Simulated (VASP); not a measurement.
Set up this calculation in VASP 6.6.1, as the native input.

```
Task                   : single point
Functional             : PBEsol
Potentials or basis    : VASP PAW PBE potentials, release 64 (Hg, Te)
Cutoff                 : 520 eV
k mesh                 : 12 × 12 × 12
Occupations            : fermi-dirac, width 0.08 eV
Spin                   : no spin polarisation
Dipole correction      : no
Further INCAR settings : ALGO = Normal; EDIFF = 1e-06; NBANDS = 16
```

The structure of HgTe lies in POSCAR:

```
HgTe
1.0
    0.0000000000      2.8922850000      2.9215000000
    2.8922850000      0.0000000000      2.9215000000
    2.8922850000      2.8922850000      0.0000000000
Hg Te
1 1
Direct
    0.0000000000      0.0000000000      0.0000000000
    0.5000000000      0.5000000000      0.5000000000
```

This cell differs from its parent crystal: equal xx and yy strain of -1 %.

The input as run:

INCAR

```
SYSTEM = HgTe
  PREC = Accurate
  ENCUT = 520
  EDIFF = 1E-6
  ISMEAR = -1
  SIGMA = 0.08
  LREAL = .FALSE.
  LASPH = .TRUE.
  NELM = 100
  ALGO = Normal
  ISIF = 2
  LWAVE = .FALSE.
  LCHARG = .FALSE.
  GGA = PS
  NBANDS = 16
```

KPOINTS

```
regular mesh
0
G
  12 12 12
  0 0 0
```

Potentials or basis: VASP PAW PBE potentials, release 64 (Hg, Te).

Command:

```console
$ cat potpaw_PBE.64/Hg/POTCAR potpaw_PBE.64/Te/POTCAR > POTCAR
$ mpirun -np 1 vasp_std > vasp.out
```

It gave:

```
Pressure               : 8.3 GPa
Band gap on the k mesh : zero (bands 9 and 10 overlap by 3.40 eV)
```

Caveat: the cell differs from its parent crystal (equal xx and yy strain of -1 %); the cell stands under pressure; the PAW data sets were made with another functional, which shifts forces and pressure a little; spin-orbit coupling is left out, which moves the levels of the heavy elements.

Wall time 69 s on 1 thread of Intel Xeon 8259CL, with other jobs on the host, peak memory 0.28 GiB.
